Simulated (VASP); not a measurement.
# Cs2TaF6 (Fm-3m) in VASP: notebook

The runs below take Cs2TaF6 through single point, relaxation of cell and atoms, with PBEsol.

All numbers are computed with VASP 6.6.1; they aren't measurements. Logs are shortened: lines on timing, memory, paths and dates and some standing lists are left out, and cuts for length are marked.

**1. The cell of the first run**

It takes space group Fm-3m (No. 225, cubic). The conventional cell has a = 9.114 Å, b = 9.114 Å, c = 9.114 Å, α = 90.00°, β = 90.00°, γ = 90.00°. Cs (site symmetry -43m) has 12 F at 3.24 Å and 4 Ta at 3.95 Å within 4.3 Å. Ta (site symmetry m-3m) has 6 F at 1.98 Å within 2.6 Å. F (site symmetry 4mm) has 1 Ta at 1.98 Å within 2.6 Å.

**2. Single point, PBEsol**

Contents of INCAR:

```
SYSTEM = Cs2TaF6
PREC = Accurate
ENCUT = 520
EDIFF = 1E-6
ISMEAR = -1
SIGMA = 0.05
LREAL = .False.
LASPH = .True.
NELM = 100
ALGO = Normal
ISIF = 2
LWAVE = .False.
LCHARG = .True.
GGA = PS
LELF = .True.
LVHAR = .True.
NBANDS = 46
```

Contents of KPOINTS:

```
Automatic mesh
0
Gamma
  5 5 5
  0 0 0
```

Contents of POSCAR:

```
Cs2TaF6
1.0
    0.0000000000      4.5569914457      4.5569914457
    4.5569914457      0.0000000000      4.5569914457
    4.5569914457      4.5569914457      0.0000000000
Cs Ta F
2 1 6
Direct
    0.7500000000      0.7500000000      0.7500000000
    0.2500000000      0.2500000000      0.2500000000
    0.0000000000      0.0000000000      0.0000000000
    0.7826335588      0.2173664412      0.2173664412
    0.2173664412      0.2173664412      0.7826335588
    0.2173664412      0.7826335588      0.7826335588
    0.2173664412      0.7826335588      0.2173664412
    0.7826335588      0.2173664412      0.7826335588
    0.7826335588      0.7826335588      0.2173664412
```

Potentials or basis: VASP PAW PBE potentials, release 64 (Cs_sv, Ta_pv, F).

Launch:

```bash
$ cat potpaw_PBE.64/Cs_sv/POTCAR potpaw_PBE.64/Ta_pv/POTCAR potpaw_PBE.64/F/POTCAR > POTCAR
$ mpirun -np 1 vasp_std > vasp.out
```

OUTCAR:

```text
SYSTEM = Cs2TaF6
   PREC = Accurate
   ENCUT = 520
   EDIFF = 1E-6
   ISMEAR = -1
   LREAL = .False.
   LASPH = .True.
   NELM = 100
   ISIF = 2
   GGA = PS

 ion  position               nearest neighbor table
   1  0.750  0.750  0.750-
   2  0.250  0.250  0.250-
   3  0.000  0.000  0.000-   4 1.98   5 1.98   6 1.98   7 1.98   8 1.98   9 1.98
   4  0.783  0.217  0.217-   3 1.98
   5  0.217  0.217  0.783-   3 1.98
   6  0.217  0.783  0.783-   3 1.98
   7  0.217  0.783  0.217-   3 1.98
   8  0.783  0.217  0.783-   3 1.98
   9  0.783  0.783  0.217-   3 1.98

  LATTYP: Found a face centered cubic cell.
 ALAT       =     9.1139828914

  Lattice vectors:

 A1 = (   0.0000000000,   4.5569914457,   4.5569914457)
 A2 = (   4.5569914457,   0.0000000000,   4.5569914457)
 A3 = (   4.5569914457,   4.5569914457,   0.0000000000)

Analysis of symmetry for initial positions (statically):
=====================================================================
 Subroutine PRICEL returns:
 Original cell was already a primitive cell.

 Routine SETGRP: Setting up the symmetry group for a
 face centered cubic supercell.

 Subroutine GETGRP returns: Found 48 space group operations
 (whereof 48 operations were pure point group operations)
 out of a pool of 48 trial point group operations.

The static configuration has the point symmetry O_h .

Analysis of symmetry for dynamics (positions and initial velocities):
=====================================================================
 Subroutine PRICEL returns:
 Original cell was already a primitive cell.

 Routine SETGRP: Setting up the symmetry group for a
 face centered cubic supercell.

 Subroutine GETGRP returns: Found 48 space group operations
 (whereof 48 operations were pure point group operations)
 out of a pool of 48 trial point group operations.

The dynamic configuration has the point symmetry O_h .

 Subroutine INISYM returns: Found 48 space group operations
 (whereof 48 operations are pure point group operations),
 and found     1 'primitive' translations

----------------------------------------------------------------------------------------

                                     Primitive cell

  volume of cell :     189.2625

  direct lattice vectors                    reciprocal lattice vectors
     0.000000000  4.556991446  4.556991446    -0.109721514  0.109721514  0.109721514
     4.556991446  0.000000000  4.556991446     0.109721514 -0.109721514  0.109721514
     4.556991446  4.556991446  0.000000000     0.109721514  0.109721514 -0.109721514

  length of vectors
     6.444559106  6.444559106  6.444559106     0.190043237  0.190043237  0.190043237

  position of ions in fractional coordinates (direct lattice)
     0.750000000  0.750000000  0.750000000
     0.250000000  0.250000000  0.250000000
     0.000000000  0.000000000  0.000000000
     0.782633559  0.217366441  0.217366441
     0.217366441  0.217366441  0.782633559
     0.217366441  0.782633559  0.782633559
     0.217366441  0.782633559  0.217366441
     0.782633559  0.217366441  0.782633559
     0.782633559  0.782633559  0.217366441

  ion indices of the primitive-cell ions
   primitive index   ion index
                 1           1
                 2           2
                 3           3
                 4           4
                 5           5
                 6           6
                 7           7
                 8           8
                 9           9

----------------------------------------------------------------------------------------

 KPOINTS: Automatic mesh

Automatic generation of k-mesh.
 Grid dimensions read from file:
 generate k-points for:    5    5    5

 Generating k-lattice:

  Cartesian coordinates                     Fractional coordinates (reciprocal lattice)
    -0.021944303  0.021944303  0.021944303     0.200000000  0.000000000  0.000000000
     0.021944303 -0.021944303  0.021944303     0.000000000  0.200000000  0.000000000
     0.021944303  0.021944303 -0.021944303     0.000000000  0.000000000  0.200000000

  Length of vectors
     0.038008647  0.038008647  0.038008647

  Shift w.r.t. Gamma in fractional coordinates (k-lattice)
     0.000000000  0.000000000  0.000000000

 Subroutine IBZKPT returns following result:
 ===========================================

 Found     10 irreducible k-points:

 Following reciprocal coordinates:
            Coordinates               Weight
  0.000000  0.000000  0.000000      1.000000
  0.200000  0.000000  0.000000      8.000000
  0.400000  0.000000  0.000000      8.000000
  0.200000  0.200000  0.000000      6.000000
  0.400000  0.200000  0.000000     24.000000
 -0.400000  0.200000  0.000000     24.000000
 -0.200000  0.200000  0.000000     12.000000
  0.400000  0.400000  0.000000      6.000000
 -0.400000  0.400000  0.000000     12.000000
 -0.400000  0.400000  0.200000     24.000000
   k-points           NKPTS =     10   k-points in BZ     NKDIM =     10   number of bands    NBANDS=     46
   number of dos      NEDOS =    301   number of ions     NIONS =      9
   total plane-waves  NPLWV = 110592
   dimension x,y,z NGX =    48 NGY =   48 NGZ =   48
   dimension x,y,z NGXF=    96 NGYF=   96 NGZF=   96
   ions per type =               2   1   6
   NGX,Y,Z   is equivalent  to a cutoff of  12.38, 12.38, 12.38 a.u.
   NGXF,Y,Z  is equivalent  to a cutoff of  24.76, 24.76, 24.76 a.u.
 SYSTEM =  Cs2TaF6
   PREC   = accura    normal or accurate (medium, high low for compatibility)
   ISTART =      0    job   : 0-new  1-cont  2-samecut
   ICHARG =      2    charge: 1-file 2-atom 10-const
   ISPIN  =      1    spin polarized calculation?
   LNONCOLLINEAR =      F non collinear calculations
   LSORBIT =      F    spin-orbit coupling
   LASPH  =      T    aspherical Exc in radial PAW
   ENCUT  =  520.0 eV  38.22 Ry    6.18 a.u.  11.98 11.98 11.98*2*pi/ulx,y,z
   NELM   =    100;   NELMIN=  2; NELMDL= -5     # of ELM steps
   EDIFF  = 0.1E-05   stopping-criterion for ELM
   LREAL  =      F    real-space projection
   EDIFFG = 0.1E-04   stopping-criterion for IOM
   NSW    =      0    number of steps for IOM
   IBRION =     -1    ionic relax: 0-MD 1-quasi-New 2-CG
   NFREE  =      0    steps in history (QN), initial steepest desc. (CG)
   ISIF   =      2    stress and relaxation
   ISYM   =      2    0-nonsym 1-usesym 2-fastsym
   POTIM  = 0.5000    time-step for ionic-motion
   TEBEG  =    0.0;   TEEND  =   0.0 temperature during run
   PSTRESS=    0.0 pullay stress
   NELECT =      71.0000    total number of electrons
   NUPDOWN=      -1.0000    fix difference up-down
   EMIN   =  10.00;   EMAX   =-10.00  energy-range for DOS
   EFERMI =   0.00;   METHOD = LEGACY
   ISMEAR =    -1;   SIGMA  =   0.05  broadening in eV -4-tet -1-fermi 0-gaus
   EFERMI_NEDOS =   21; number of points for ismear=-14 and -15
   IALGO  =     38    algorithm
   IMIX   =      4    mixing-type and parameters
     AMIX     =   0.40;   BMIX     =  1.00
     AMIX_MAG =   1.60;   BMIX_MAG =  1.00
  volume/ion in A,a.u.               =      21.03       141.91
  Fermi-wavevector in a.u.,A,eV,Ry     =   1.180700  2.231199 18.967222  1.394051
  Thomas-Fermi vector in A             =   2.316987
   LORBIT       =      0    0 simple, 1 ext, 2 COOP (PROOUT), +10 PAW based schemes
   GGA     = PS    functional components
   LHFCALC =     F    Hartree Fock is set to
   AEXX    =    0.0000 exact exchange contribution
   IVDW    =     0    specifies the selected vdW correction
   LEPSILON=     F    determine dielectric tensor
   LRPA    =     F    only Hartree local field effects (RPA)
 non-spin polarized calculation
  energy-cutoff  :      520.00
  volume of cell :      189.26
 maximum number of plane-waves:      5108
   NGX = 23   NGY = 23   NGZ = 23

 number of electron      71.0000034 magnetization

 Free energy of the ion-electron system (eV)
  ---------------------------------------------------
  ext. energy  EPLUGINS =         0.00000000
  ---------------------------------------------------
  free energy    TOTEN  =       -52.79778267 eV

  energy without entropy =      -52.67089459  energy(sigma->0) =      -52.73433863

 E-fermi :   3.5464     XC(G=0):  -8.5527

 val. band max:       -3.3569275798   @ k =   0.0000   0.0000   0.0000
 cond. band min:       3.5601617375   @ k =   0.0000   0.0000   0.0000
 fundamental gap:      6.9170893173
 Fermi energy:         3.5464185629

 k-point     1 :       0.0000    0.0000    0.0000
  band No.  band energies     occupation
      1     -34.4296      2.00000
      2     -34.4296      2.00000
      3     -34.4296      2.00000
      4     -23.0139      2.00000
      5     -22.7346      2.00000
      6     -22.7346      2.00000
[... 38 lines left out ...]
     45       8.2504      0.00000
     46       8.2511      0.00000

 k-point     2 :       0.2000    0.0000    0.0000
  band No.  band energies     occupation
      1     -34.4297      2.00000
      2     -34.4296      2.00000
      3     -34.4296      2.00000
      4     -23.0000      2.00000
      5     -22.7372      2.00000
      6     -22.7372      2.00000
[... 38 lines left out ...]
     45       8.2188      0.00000
     46       8.2720      0.00000

 k-point     3 :       0.4000    0.0000    0.0000
  band No.  band energies     occupation
      1     -34.4298      2.00000
      2     -34.4296      2.00000
      3     -34.4296      2.00000
      4     -22.9760      2.00000
      5     -22.7411      2.00000
      6     -22.7411      2.00000
[... 38 lines left out ...]
     45       7.8383      0.00000
     46       7.8391      0.00000

 k-point     4 :       0.2000    0.2000    0.0000
  band No.  band energies     occupation
      1     -34.4297      2.00000
      2     -34.4296      2.00000
      3     -34.4296      2.00000
      4     -22.9954      2.00000
      5     -22.7418      2.00000
      6     -22.7341      2.00000
[... 38 lines left out ...]
     45       8.0442      0.00000
     46       8.2389      0.00000

 k-point     5 :       0.4000    0.2000    0.0000
  band No.  band energies     occupation
      1     -34.4297      2.00000
      2     -34.4297      2.00000
      3     -34.4297      2.00000
      4     -22.9747      2.00000
      5     -22.7465      2.00000
      6     -22.7367      2.00000
[... 38 lines left out ...]
     45       7.5093      0.00000
     46       7.8633      0.00000

 k-point     6 :      -0.4000    0.2000    0.0000
  band No.  band energies     occupation
      1     -34.4297      2.00000
      2     -34.4297      2.00000
      3     -34.4296      2.00000
      4     -22.9664      2.00000
      5     -22.7450      2.00000
      6     -22.7409      2.00000
[... 38 lines left out ...]
     45       7.4065      0.00000
     46       7.6185      0.00000

 k-point     7 :      -0.2000    0.2000    0.0000
  band No.  band energies     occupation
      1     -34.4297      2.00000
      2     -34.4297      2.00000
      3     -34.4296      2.00000
      4     -22.9825      2.00000
      5     -22.7414      2.00000
      6     -22.7392      2.00000
[... 38 lines left out ...]
     45       7.8580      0.00000
     46       7.8700      0.00000

 k-point     8 :       0.4000    0.4000    0.0000
  band No.  band energies     occupation
      1     -34.4297      2.00000
      2     -34.4297      2.00000
      3     -34.4297      2.00000
      4     -22.9638      2.00000
      5     -22.7530      2.00000
      6     -22.7337      2.00000
[... 38 lines left out ...]
     45       7.9511      0.00000
     46       8.0692      0.00000

 k-point     9 :      -0.4000    0.4000    0.0000
  band No.  band energies     occupation
      1     -34.4297      2.00000
      2     -34.4297      2.00000
      3     -34.4297      2.00000
      4     -22.9585      2.00000
      5     -22.7522      2.00000
      6     -22.7361      2.00000
[... 38 lines left out ...]
     45       8.1449      0.00000
     46       8.2215      0.00000

 k-point    10 :      -0.4000    0.4000    0.2000
  band No.  band energies     occupation
      1     -34.4297      2.00000
      2     -34.4297      2.00000
      3     -34.4297      2.00000
      4     -22.9615      2.00000
      5     -22.7494      2.00000
      6     -22.7384      2.00000
[... 38 lines left out ...]
     45       7.5435      0.00000
     46       7.9573      0.00000

------------------------ aborting loop because EDIFF is reached ----------------------------------------

  FORCE on cell =-STRESS in cart. coord.  units (eV):
  Direction    XX          YY          ZZ          XY          YZ          ZX
  --------------------------------------------------------------------------------------
  -------------------------------------------------------------------------------------
  Total        0.2182323      0.2182323      0.2182323      0.0000000      0.0000000      0.0000000
  in kB        1.8474174      1.8474174      1.8474174      0.0000000      0.0000000      0.0000000
  external PRESSURE =       1.8474174 kB  Pullay stress =       0.0000000 kB

 VOLUME and BASIS-vectors are now :
 -----------------------------------------------------------------------------
  energy-cutoff  :      520.00
  volume of cell :      189.26
      direct lattice vectors                 reciprocal lattice vectors
     0.000000000  4.556991446  4.556991446    -0.109721514  0.109721514  0.109721514
     4.556991446  0.000000000  4.556991446     0.109721514 -0.109721514  0.109721514
     4.556991446  4.556991446  0.000000000     0.109721514  0.109721514 -0.109721514

 POSITION                                       TOTAL-FORCE (eV/Angst)
 -----------------------------------------------------------------------------------
      6.83549      6.83549      6.83549         0.000000      0.000000      0.000000
      2.27850      2.27850      2.27850         0.000000      0.000000      0.000000
      0.00000      0.00000      0.00000         0.000000      0.000000      0.000000
      1.98107      4.55699      4.55699         0.098256      0.000000      0.000000
      4.55699      4.55699      1.98107         0.000000      0.000000      0.098256
      7.13291      4.55699      4.55699        -0.098256      0.000000      0.000000
      4.55699      1.98107      4.55699         0.000000      0.098256      0.000000
      4.55699      7.13291      4.55699         0.000000     -0.098256      0.000000
      4.55699      4.55699      7.13291         0.000000      0.000000     -0.098256
 -----------------------------------------------------------------------------------
    total drift:                                0.000000      0.000000      0.000000

  FREE ENERGIE OF THE ION-ELECTRON SYSTEM (eV)
  ---------------------------------------------------
  free  energy   TOTEN  =       -52.7977826712 eV

  energy  without entropy=      -52.6708945947  energy(sigma->0) =      -52.73433863
```

Wall time 99 s (1 thread of Intel Xeon 6975P-C, shared host); peak memory 0.35 GiB.

Results:

```
Free energy   : -52.7978 eV
Pressure      : 0.2 GPa
Largest force : 0.098 eV/Å
```

Forces on the atoms (eV/Å):
```
Cs   0.000  0.000  0.000
Cs   0.000  0.000  0.000
Ta   0.000  0.000  0.000
F    0.098  0.000  0.000
F    0.000  0.000  0.098
F   -0.098  0.000  0.000
F    0.000  0.098  0.000
F    0.000 -0.098  0.000
F    0.000  0.000 -0.098
```

Caveat: the PAW data sets were made with another functional, which shifts forces and pressure a little; spin-orbit coupling is left out, which moves the levels of the heavy elements; an odd number of electrons without spin polarisation forces a metal; a magnetic or distorted state may lie lower.

**3. Relaxation of cell and atoms, PBEsol**

Contents of INCAR:

```
SYSTEM = Cs2TaF6
PREC = Accurate
ENCUT = 600
EDIFF = 1E-7
ISMEAR = -1
SIGMA = 0.05
LREAL = .FALSE.
LASPH = .TRUE.
NELM = 100
ALGO = Normal
ISIF = 3
LWAVE = .FALSE.
LCHARG = .FALSE.
GGA = PS
IBRION = 2
NSW = 80
EDIFFG = -0.02
```

Contents of KPOINTS:

```
Automatic mesh
0
G
  5 5 5
  0 0 0
```

POSCAR is that of step 2.

Potentials or basis: VASP PAW PBE potentials, release 64 (Cs_sv, Ta_pv, F).

Launch:

```bash
$ cat potpaw_PBE.64/Cs_sv/POTCAR potpaw_PBE.64/Ta_pv/POTCAR potpaw_PBE.64/F/POTCAR > POTCAR
$ mpirun -np 1 vasp_std > vasp.out
```

Run time: 6.6 min. Hardware: 1 thread of Intel Xeon 6975P-C, shared host; peak memory 0.45 GiB.

The run converged. Its results:

- Free energy: -52.8115 eV
- Relaxed volume: 21.06 Å³/atom
- Relaxed cell: a = 6.447 Å, b = 6.447 Å, c = 6.447 Å, α = 60.00°, β = 60.00°, γ = 60.00°
- Space group after relaxing (to 0.05 Å): Fm-3m (No. 225)
- Energy gained by relaxing: 0.1 meV/atom
- Ionic steps: 3
- Pressure after relaxing: -0.1 GPa
- Largest force after relaxing: 0.015 eV/Å

Forces in eV/Å, atoms in the order of the input:
```
Cs   0.000  0.000  0.000
Cs   0.000  0.000  0.000
Ta   0.000  0.000  0.000
F    0.015  0.000  0.000
F    0.000  0.000  0.015
F   -0.015  0.000  0.000
F    0.000  0.015  0.000
F    0.000 -0.015  0.000
F    0.000  0.000 -0.015
```

Step by step:
```tsv
step	energy change (eV)	largest force (eV/Å)	pressure (GPa)	volume (Å³)
1	0.0000	0.0944	0.13	189.26
2	-0.0001	0.0563	-0.38	189.74
3	-0.0008	0.0153	-0.14	189.51
```

Final structure:
```cif
data_structure
_symmetry_space_group_name_H-M 'P 1'
_symmetry_Int_Tables_number 1
_cell_length_a 6.4474
_cell_length_b 6.4474
_cell_length_c 6.4474
_cell_angle_alpha 60.000
_cell_angle_beta 60.000
_cell_angle_gamma 60.000
_cell_volume 189.51
loop_
_atom_site_label
_atom_site_type_symbol
_atom_site_fract_x
_atom_site_fract_y
_atom_site_fract_z
_atom_site_occupancy
Cs1 Cs 0.75000 0.75000 0.75000 1
Cs2 Cs 0.25000 0.25000 0.25000 1
Ta1 Ta 0.00000 0.00000 0.00000 1
F1 F 0.78237 0.21763 0.21763 1
F2 F 0.21763 0.21763 0.78237 1
F3 F 0.21763 0.78237 0.78237 1
F4 F 0.21763 0.78237 0.21763 1
F5 F 0.78237 0.21763 0.78237 1
F6 F 0.78237 0.78237 0.21763 1
```

Levels at points of the mesh, in eV from the Fermi level:
| k point | band 32 | band 33 | band 34 | band 35 | band 36 | band 37 | band 38 | band 39 |
| --- | --- | --- | --- | --- | --- | --- | --- | --- |
| (0.00, 0.00, 0.00) | -7.08 | -6.87 | -6.87 | -6.87 | 0.01 | 0.01 | 0.01 | 0.57 |

Caveat: the PAW data sets were made with another functional, which shifts forces and pressure a little; spin-orbit coupling is left out, which moves the levels of the heavy elements; an odd number of electrons without spin polarisation forces a metal; a magnetic or distorted state may lie lower.
